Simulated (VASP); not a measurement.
# MgSe (r.b) (Fm-3m) in VASP: notebook

Runs on MgSe (r.b). Level: r2SCAN+rVV10. Tasks: single point.

All numbers are computed with VASP 6.6.1; they aren't measurements. Logs are shortened: lines on timing, memory, paths and dates and some standing lists are left out, and cuts for length are marked.

**1. The cell of the first run**

It takes space group Fm-3m (No. 225, cubic). The conventional cell has a = 5.450 Å, b = 5.450 Å, c = 5.450 Å, α = 90.00°, β = 90.00°, γ = 90.00°. Mg (site symmetry m-3m) has 6 Se at 2.73 Å within 3.6 Å. Se (site symmetry m-3m) has 6 Mg at 2.73 Å within 3.6 Å.

**2. Single point, r2SCAN+rVV10**

Input file POSCAR:

```
MgSe
1.0
    0.0000000000      2.7250000000      2.7250000000
    2.7250000000      0.0000000000      2.7250000000
    2.7250000000      2.7250000000      0.0000000000
Mg Se
1 1
Direct
    0.0000000000      0.0000000000      0.0000000000
    0.5000000000      0.5000000000      0.5000000000
```

Input file INCAR.step1:

```
SYSTEM = MgSe
  PREC = Accurate
  ENCUT = 660
  ISMEAR = 0
  SIGMA = 0.1
  LREAL = .FALSE.
  LASPH = .TRUE.
  NELM = 120
  NBANDS = 11
  GGA = PE
  ALGO = Normal
  EDIFF = 1E-5
  LWAVE = .TRUE.
  LCHARG = .FALSE.
  GGA_COMPAT = .FALSE.
```

Input file INCAR.step2:

```
SYSTEM = MgSe
  PREC = Accurate
  ENCUT = 660
  EDIFF = 1E-6
  ISMEAR = 0
  SIGMA = 0.1
  LREAL = .FALSE.
  LASPH = .TRUE.
  NELM = 120
  ALGO = Normal
  ISIF = 2
  LWAVE = .FALSE.
  LCHARG = .FALSE.
  METAGGA = R2SCAN
  LMIXTAU = .TRUE.
  LUSE_VDW = .TRUE.
  IVDW_NL = 2
  BPARAM = 11.95
  CPARAM = 0.0093
  NBANDS = 11
  ISTART = 1
  GGA_COMPAT = .FALSE.
```

Input file KPOINTS:

```
regular mesh
0
G
  6 6 6
  0 0 0
```

Potentials or basis: VASP PAW PBE potentials, release 64 (Mg, Se).

Run with:

```bash
$ cat potpaw_PBE.64/Mg/POTCAR potpaw_PBE.64/Se/POTCAR > POTCAR
$ cp INCAR.step1 INCAR
$ mpirun -np 1 vasp_std > vasp.out
$ cp INCAR.step2 INCAR
$ mpirun -np 1 vasp_std > vasp.out
```

OUTCAR:

```text
SYSTEM = MgSe
   PREC = Accurate
   ENCUT = 660
   EDIFF = 1E-6
   ISMEAR = 0
   LREAL = .FALSE.
   LASPH = .TRUE.
   NELM = 120
   ISIF = 2
   METAGGA = R2SCAN
   IVDW_NL = 2
   BPARAM = 11.95
   ISTART = 1

 ion  position               nearest neighbor table
   1  0.000  0.000  0.000-   2 2.73   2 2.73   2 2.73   2 2.73   2 2.73   2 2.73
   2  0.500  0.500  0.500-   1 2.73   1 2.73   1 2.73   1 2.73   1 2.73   1 2.73

  LATTYP: Found a face centered cubic cell.
 ALAT       =     5.4500000000

  Lattice vectors:

 A1 = (   0.0000000000,   2.7250000000,   2.7250000000)
 A2 = (   2.7250000000,   0.0000000000,   2.7250000000)
 A3 = (   2.7250000000,   2.7250000000,   0.0000000000)

Analysis of symmetry for initial positions (statically):
=====================================================================
 Subroutine PRICEL returns:
 Original cell was already a primitive cell.

 Routine SETGRP: Setting up the symmetry group for a
 face centered cubic supercell.

 Subroutine GETGRP returns: Found 48 space group operations
 (whereof 48 operations were pure point group operations)
 out of a pool of 48 trial point group operations.

The static configuration has the point symmetry O_h .

Analysis of symmetry for dynamics (positions and initial velocities):
=====================================================================
 Subroutine PRICEL returns:
 Original cell was already a primitive cell.

 Routine SETGRP: Setting up the symmetry group for a
 face centered cubic supercell.

 Subroutine GETGRP returns: Found 48 space group operations
 (whereof 48 operations were pure point group operations)
 out of a pool of 48 trial point group operations.

The dynamic configuration has the point symmetry O_h .

 Subroutine INISYM returns: Found 48 space group operations
 (whereof 48 operations are pure point group operations),
 and found     1 'primitive' translations

----------------------------------------------------------------------------------------

                                     Primitive cell

  volume of cell :      40.4697

  direct lattice vectors                    reciprocal lattice vectors
     0.000000000  2.725000000  2.725000000    -0.183486239  0.183486239  0.183486239
     2.725000000  0.000000000  2.725000000     0.183486239 -0.183486239  0.183486239
     2.725000000  2.725000000  0.000000000     0.183486239  0.183486239 -0.183486239

  length of vectors
     3.853731957  3.853731957  3.853731957     0.317807488  0.317807488  0.317807488
[... 80 lines left out ...]
   POTIM  = 0.5000    time-step for ionic-motion
   TEBEG  =    0.0;   TEEND  =   0.0 temperature during run
   PSTRESS=    0.0 pullay stress
   NELECT =       8.0000    total number of electrons
   NUPDOWN=      -1.0000    fix difference up-down
   EMIN   =  10.00;   EMAX   =-10.00  energy-range for DOS
   EFERMI =   0.00;   METHOD = LEGACY
   ISMEAR =     0;   SIGMA  =   0.10  broadening in eV -4-tet -1-fermi 0-gaus
   EFERMI_NEDOS =   21; number of points for ismear=-14 and -15
   IALGO  =     38    algorithm
   IMIX   =      4    mixing-type and parameters
     AMIX     =   0.40;   BMIX     =  1.00
     AMIX_MAG =   1.60;   BMIX_MAG =  1.00
  volume/ion in A,a.u.               =      20.23       136.55
  Fermi-wavevector in a.u.,A,eV,Ry     =   0.953663  1.802162 12.374136  0.909473
  Thomas-Fermi vector in A             =   2.082339
   LORBIT       =      0    0 simple, 1 ext, 2 COOP (PROOUT), +10 PAW based schemes
   METAGGA = R2SCAN    functional components
   LHFCALC =     F    Hartree Fock is set to
   AEXX    =    0.0000 exact exchange contribution
   IVDW_NL    =     2    kernel type
   BPARAM     =11.9500
   IVDW    =     0    specifies the selected vdW correction
   LEPSILON=     F    determine dielectric tensor
   LRPA    =     F    only Hartree local field effects (RPA)
 non-spin polarized calculation
 Gauss-broadening in eV      SIGMA  =   0.10
  energy-cutoff  :      660.00
  volume of cell :       40.47
 maximum number of plane-waves:      1588
   NGX = 17   NGY = 17   NGZ = 17

 number of electron       8.0000000 magnetization

 Free energy of the ion-electron system (eV)
  ---------------------------------------------------
  ext. energy  EPLUGINS =         0.00000000
  ---------------------------------------------------
  free energy    TOTEN  =       -21.13135543 eV

  energy without entropy =      -21.13135543  energy(sigma->0) =      -21.13135543

 E-fermi :   3.4281     XC(G=0):  -9.8900

 val. band max:        2.9736273987   @ k =   0.0000   0.0000   0.0000
 cond. band min:       5.4070178105   @ k =   0.5000   0.5000   0.0000
 fundamental gap:      2.4333904118
 Fermi energy:         3.4280672296

 k-point     1 :       0.0000    0.0000    0.0000
  band No.  band energies     occupation
      1     -10.4245      2.00000
      2       2.9736      2.00000
      3       2.9736      2.00000
      4       2.9736      2.00000
      5       6.4369      0.00000
      6      10.9653      0.00000
      7      10.9653      0.00000
      8      10.9653      0.00000
      9      13.5274      0.00000
     10      13.5274      0.00000
     11      14.8886      0.00000
[... 197 lines left out ...]
 k-point    16 :      -0.3333    0.5000    0.1667
  band No.  band energies     occupation
      1      -8.8909      2.00000
      2      -0.9276      2.00000
      3       0.2484      2.00000
      4       0.5912      2.00000
      5       7.1637      0.00000
      6       9.3471      0.00000
      7      11.9259      0.00000
      8      13.2401      0.00000
      9      16.6779      0.00000
     10      17.9631      0.00000
     11      18.5026      0.00000

------------------------ aborting loop because EDIFF is reached ----------------------------------------

  FORCE on cell =-STRESS in cart. coord.  units (eV):
  Direction    XX          YY          ZZ          XY          YZ          ZX
  --------------------------------------------------------------------------------------
  -------------------------------------------------------------------------------------
  Total       -0.0018291     -0.0018291     -0.0018291     -0.0000000     -0.0000000     -0.0000000
  in kB       -0.0724114     -0.0724114     -0.0724114     -0.0000000     -0.0000000     -0.0000000
  external PRESSURE =      -0.0724114 kB  Pullay stress =       0.0000000 kB

 VOLUME and BASIS-vectors are now :
 -----------------------------------------------------------------------------
  energy-cutoff  :      660.00
  volume of cell :       40.47
      direct lattice vectors                 reciprocal lattice vectors
     0.000000000  2.725000000  2.725000000    -0.183486239  0.183486239  0.183486239
     2.725000000  0.000000000  2.725000000     0.183486239 -0.183486239  0.183486239
     2.725000000  2.725000000  0.000000000     0.183486239  0.183486239 -0.183486239

 POSITION                                       TOTAL-FORCE (eV/Angst)
 -----------------------------------------------------------------------------------
      0.00000      0.00000      0.00000        -0.000000     -0.000000     -0.000000
      2.72500      2.72500      2.72500         0.000000      0.000000      0.000000
 -----------------------------------------------------------------------------------
    total drift:                               -0.000000     -0.000000      0.000000

  FREE ENERGIE OF THE ION-ELECTRON SYSTEM (eV)
  ---------------------------------------------------
  free  energy   TOTEN  =       -21.1313554329 eV

  energy  without entropy=      -21.1313554329  energy(sigma->0) =      -21.13135543
```

Wall time 57 s (1 thread of Intel Xeon 6975P-C (Granite Rapids), shared host); peak memory 0.32 GiB.

Results:

```yaml
Free_energy: -21.1314 eV
Pressure: 0.0 GPa
Band_gap_on_the_k_mesh: 2.43 eV, indirect (least direct gap 3.46 eV)
```

Caveat: the PAW data sets were made with another functional, which shifts forces and pressure a little. A k mesh can miss the band edges.

**3. Single point, r2SCAN+rVV10**

This run uses another cell than the first one, of 20.29 Å³/atom, 1.003 times its volume.

Input file POSCAR:

```
MgSe
1.0
    0.0000000000      2.7276312241      2.7276312241
    2.7276312241      0.0000000000      2.7276312241
    2.7276312241      2.7276312241      0.0000000000
Mg Se
1 1
Direct
    0.0000000000      0.0000000000      0.0000000000
    0.5000000000      0.5000000000      0.5000000000
```

Input file INCAR.step1:

```
SYSTEM = MgSe
PREC = Accurate
ENCUT = 660
ISMEAR = 0
SIGMA = 0.02
LREAL = .FALSE.
LASPH = .TRUE.
NELM = 120
NBANDS = 11
GGA = PE
ALGO = Normal
EDIFF = 1E-5
LWAVE = .TRUE.
LCHARG = .FALSE.
GGA_COMPAT = .FALSE.
```

Input file INCAR.step2:

```
SYSTEM = MgSe
PREC = Accurate
ENCUT = 660
EDIFF = 1E-6
ISMEAR = 0
SIGMA = 0.02
LREAL = .FALSE.
LASPH = .TRUE.
NELM = 120
ALGO = Normal
ISIF = 2
LWAVE = .FALSE.
LCHARG = .FALSE.
METAGGA = R2SCAN
LMIXTAU = .TRUE.
LUSE_VDW = .TRUE.
IVDW_NL = 2
BPARAM = 11.95
CPARAM = 0.0093
NBANDS = 11
ISTART = 1
GGA_COMPAT = .FALSE.
```

Input file KPOINTS:

```
regular mesh
0
G
  8 8 8
  0 0 0
```

Potentials or basis: VASP PAW PBE potentials, release 64 (Mg, Se).

Run with:

```bash
$ cat potpaw_PBE.64/Mg/POTCAR potpaw_PBE.64/Se/POTCAR > POTCAR
$ cp INCAR.step1 INCAR
$ mpirun -np 1 vasp_std > vasp.out
$ cp INCAR.step2 INCAR
$ mpirun -np 1 vasp_std > vasp.out
```

OUTCAR:

```text
SYSTEM = MgSe
   PREC = Accurate
   ENCUT = 660
   EDIFF = 1E-6
   ISMEAR = 0
   LREAL = .FALSE.
   LASPH = .TRUE.
   NELM = 120
   ISIF = 2
   METAGGA = R2SCAN
   IVDW_NL = 2
   BPARAM = 11.95
   ISTART = 1

 ion  position               nearest neighbor table
   1  0.000  0.000  0.000-   2 2.73   2 2.73   2 2.73   2 2.73   2 2.73   2 2.73
   2  0.500  0.500  0.500-   1 2.73   1 2.73   1 2.73   1 2.73   1 2.73   1 2.73

  LATTYP: Found a face centered cubic cell.
 ALAT       =     5.4552624482

  Lattice vectors:

 A1 = (   0.0000000000,   2.7276312241,   2.7276312241)
 A2 = (   2.7276312241,   0.0000000000,   2.7276312241)
 A3 = (   2.7276312241,   2.7276312241,   0.0000000000)

Analysis of symmetry for initial positions (statically):
=====================================================================
 Subroutine PRICEL returns:
 Original cell was already a primitive cell.

 Routine SETGRP: Setting up the symmetry group for a
 face centered cubic supercell.

 Subroutine GETGRP returns: Found 48 space group operations
 (whereof 48 operations were pure point group operations)
 out of a pool of 48 trial point group operations.

The static configuration has the point symmetry O_h .

[... 166 lines left out ...]
 fundamental gap:      2.4305146884
 Fermi energy:         3.0317166326

 k-point     1 :       0.0000    0.0000    0.0000
  band No.  band energies     occupation
      1     -10.4350      2.00000
      2       2.9468      2.00000
      3       2.9468      2.00000
      4       2.9468      2.00000
      5       6.3900      0.00000
      6      10.9412      0.00000
      7      10.9412      0.00000
      8      10.9412      0.00000
      9      13.4966      0.00000
     10      13.4966      0.00000
     11      14.8595      0.00000
[... 309 lines left out ...]
 k-point    24 :      -0.3750    0.2500    0.1250
  band No.  band energies     occupation
      1      -9.0992      2.00000
      2      -1.5102      2.00000
      3       0.7027      2.00000
      4       1.7165      2.00000
      5       8.3081      0.00000
      6       9.0124      0.00000
      7      11.3666      0.00000
      8      12.7849      0.00000
      9      14.8746      0.00000
     10      15.7066      0.00000
     11      18.1070      0.00000

 [... further k-points ...]
[... 5 lines left out ...]
  --------------------------------------------------------------------------------------
  -------------------------------------------------------------------------------------
  Total       -0.0592585     -0.0592585     -0.0592585     -0.0000000     -0.0000000      0.0000000
  in kB       -2.3392377     -2.3392377     -2.3392377     -0.0000000     -0.0000000      0.0000000
  external PRESSURE =      -2.3392377 kB  Pullay stress =       0.0000000 kB

 VOLUME and BASIS-vectors are now :
 -----------------------------------------------------------------------------
  energy-cutoff  :      660.00
  volume of cell :       40.59
      direct lattice vectors                 reciprocal lattice vectors
     0.000000000  2.727631224  2.727631224    -0.183309238  0.183309238  0.183309238
     2.727631224  0.000000000  2.727631224     0.183309238 -0.183309238  0.183309238
     2.727631224  2.727631224  0.000000000     0.183309238  0.183309238 -0.183309238

 POSITION                                       TOTAL-FORCE (eV/Angst)
 -----------------------------------------------------------------------------------
      0.00000      0.00000      0.00000         0.000000      0.000000     -0.000000
      2.72763      2.72763      2.72763        -0.000000     -0.000000      0.000000
 -----------------------------------------------------------------------------------
    total drift:                               -0.000000     -0.000000      0.000000

  FREE ENERGIE OF THE ION-ELECTRON SYSTEM (eV)
  ---------------------------------------------------
  free  energy   TOTEN  =       -21.1347522470 eV

  energy  without entropy=      -21.1347522470  energy(sigma->0) =      -21.13475225
```

It took 71 s on 1 thread of Intel Xeon 6975P-C (Granite Rapids), shared host; peak memory 0.33 GiB.

What came out:

```
Free energy            : -21.1348 eV
Pressure               : -0.2 GPa
Band gap on the k mesh : 2.43 eV, indirect (least direct gap 3.44 eV)
```

Levels at points of the mesh, in eV from the valence-band top:
| k point | band 1 | band 2 | band 3 | band 4 | band 5 | band 6 | band 7 | band 8 | band 9 |
| --- | --- | --- | --- | --- | --- | --- | --- | --- | --- |
| (0.00, 0.00, 0.00) | -13.38 | 0.00 | 0.00 | 0.00 | 3.44 | 7.99 | 7.99 | 7.99 | 10.55 |
| (0.50, 0.00, 0.00) | -12.22 | -4.98 | -0.61 | -0.61 | 4.48 | 6.68 | 6.68 | 9.62 | 12.46 |
| (0.50, 0.50, 0.00) | -11.88 | -4.33 | -1.82 | -1.82 | 2.43 | 4.49 | 12.80 | 13.25 | 13.25 |

Caveat: the PAW data sets were made with another functional, which shifts forces and pressure a little. r2SCAN opens gaps a little over a GGA but as a rule still falls short of measured ones.

**4. Single point, r2SCAN+rVV10**

This run uses another cell than the first one, of 20.29 Å³/atom, 1.003 times its volume.

POSCAR is that of step 3.

Input file INCAR.step1:

```
  PREC = Accurate
  ENCUT = 660
  ISMEAR = 0
  SIGMA = 0.02
  LREAL = False
  LASPH = True
  NELM = 120
  NBANDS = 11
  GGA = PE
  ALGO = Normal
  EDIFF = 1E-5
  LWAVE = True
  LCHARG = False
  GGA_COMPAT = False
```

Input file INCAR.step2:

```
  PREC = Accurate
  ENCUT = 660
  EDIFF = 1E-6
  ISMEAR = 0
  SIGMA = 0.02
  LREAL = False
  LASPH = True
  NELM = 120
  ALGO = Normal
  ISIF = 2
  LWAVE = False
  LCHARG = False
  METAGGA = R2SCAN
  LMIXTAU = True
  LUSE_VDW = True
  IVDW_NL = 2
  BPARAM = 11.95
  CPARAM = 0.0093
  NBANDS = 11
  ISTART = 1
  GGA_COMPAT = False
```

Input file KPOINTS:

```
regular mesh
0
Gamma
  8 8 8
```

Potentials or basis: VASP PAW PBE potentials, release 64 (Mg, Se).

Run with:

```bash
$ cat potpaw_PBE.64/Mg/POTCAR potpaw_PBE.64/Se/POTCAR > POTCAR
$ cp INCAR.step1 INCAR
$ mpirun -np 1 vasp_std > vasp.out
$ cp INCAR.step2 INCAR
$ mpirun -np 1 vasp_std > vasp.out
```

OUTCAR:

```text
PREC = Accurate
   ENCUT = 660
   EDIFF = 1E-6
   ISMEAR = 0
   LREAL = False
   LASPH = True
   NELM = 120
   ISIF = 2
   METAGGA = R2SCAN
   IVDW_NL = 2
   BPARAM = 11.95
   ISTART = 1

 ion  position               nearest neighbor table
   1  0.000  0.000  0.000-   2 2.73   2 2.73   2 2.73   2 2.73   2 2.73   2 2.73
   2  0.500  0.500  0.500-   1 2.73   1 2.73   1 2.73   1 2.73   1 2.73   1 2.73

  LATTYP: Found a face centered cubic cell.
 ALAT       =     5.4552624482

  Lattice vectors:

[... 515 lines left out ...]
      5       8.3081      0.00000
      6       9.0124      0.00000
      7      11.3666      0.00000
      8      12.7849      0.00000
      9      14.8746      0.00000
     10      15.7066      0.00000
     11      18.1070      0.00000

 [... further k-points ...]
[... 5 lines left out ...]
  --------------------------------------------------------------------------------------
  -------------------------------------------------------------------------------------
  Total       -0.0592585     -0.0592585     -0.0592585     -0.0000000     -0.0000000      0.0000000
  in kB       -2.3392377     -2.3392377     -2.3392377     -0.0000000     -0.0000000      0.0000000
  external PRESSURE =      -2.3392377 kB  Pullay stress =       0.0000000 kB

 VOLUME and BASIS-vectors are now :
 -----------------------------------------------------------------------------
  energy-cutoff  :      660.00
  volume of cell :       40.59
      direct lattice vectors                 reciprocal lattice vectors
     0.000000000  2.727631224  2.727631224    -0.183309238  0.183309238  0.183309238
     2.727631224  0.000000000  2.727631224     0.183309238 -0.183309238  0.183309238
     2.727631224  2.727631224  0.000000000     0.183309238  0.183309238 -0.183309238

 POSITION                                       TOTAL-FORCE (eV/Angst)
 -----------------------------------------------------------------------------------
      0.00000      0.00000      0.00000         0.000000      0.000000     -0.000000
      2.72763      2.72763      2.72763        -0.000000     -0.000000      0.000000
 -----------------------------------------------------------------------------------
    total drift:                               -0.000000     -0.000000      0.000000

  FREE ENERGIE OF THE ION-ELECTRON SYSTEM (eV)
  ---------------------------------------------------
  free  energy   TOTEN  =       -21.1347522470 eV

  energy  without entropy=      -21.1347522470  energy(sigma->0) =      -21.13475225
```

OUTCAR.step1:

```text
PREC = Accurate
   ENCUT = 660
   ISMEAR = 0
   LREAL = False
   LASPH = True
[... 557 lines left out ...]
      0.00000      0.00000      0.00000        -0.000000      0.000000     -0.000000
      2.72763      2.72763      2.72763         0.000000     -0.000000      0.000000
 -----------------------------------------------------------------------------------
    total drift:                               -0.000000     -0.000000      0.000000

  FREE ENERGIE OF THE ION-ELECTRON SYSTEM (eV)
  ---------------------------------------------------
  free  energy   TOTEN  =        -7.4846393897 eV

  energy  without entropy=       -7.4846393897  energy(sigma->0) =       -7.48463939
```

OSZICAR.step1:

```text
N       E                     dE             d eps       ncg     rms          rms(c)
DAV:   1     0.272461365192E+02    0.27246E+02   -0.37587E+03   638   0.698E+02
DAV:   2    -0.603814491371E+01   -0.33284E+02   -0.31285E+02   768   0.105E+02
DAV:   3    -0.777600053552E+01   -0.17379E+01   -0.17352E+01   805   0.252E+01
DAV:   4    -0.778515581288E+01   -0.91553E-02   -0.91549E-02   725   0.207E+00
DAV:   5    -0.778520414801E+01   -0.48335E-04   -0.48335E-04   783   0.151E-01    0.298E+00
DAV:   6    -0.752753617065E+01    0.25767E+00   -0.45085E-01   695   0.252E+00    0.189E+00
DAV:   7    -0.748512334441E+01    0.42413E-01   -0.20634E-01   734   0.183E+00    0.944E-01
DAV:   8    -0.748472931088E+01    0.39403E-03   -0.98261E-03   698   0.527E-01    0.254E-01
DAV:   9    -0.748463112540E+01    0.98185E-04   -0.29431E-04   704   0.917E-02    0.117E-01
DAV:  10    -0.748464250324E+01   -0.11378E-04   -0.13262E-04   701   0.499E-02    0.234E-02
DAV:  11    -0.748463938973E+01    0.31135E-05   -0.19035E-05   590   0.176E-02
   1 F= -.74846394E+01 E0= -.74846394E+01  d E =-.177247E-12
```

It took 70 s on 1 thread of Intel Xeon 6975P-C (Granite Rapids), shared host; peak memory 0.32 GiB.

Results:

```yaml
Free_energy: -21.1348 eV
Pressure: -0.2 GPa
Band_gap_on_the_k_mesh: 2.43 eV, indirect (least direct gap 3.44 eV)
```

Caveat: the PAW data sets were made with another functional, which shifts forces and pressure a little. A k mesh can miss the band edges.
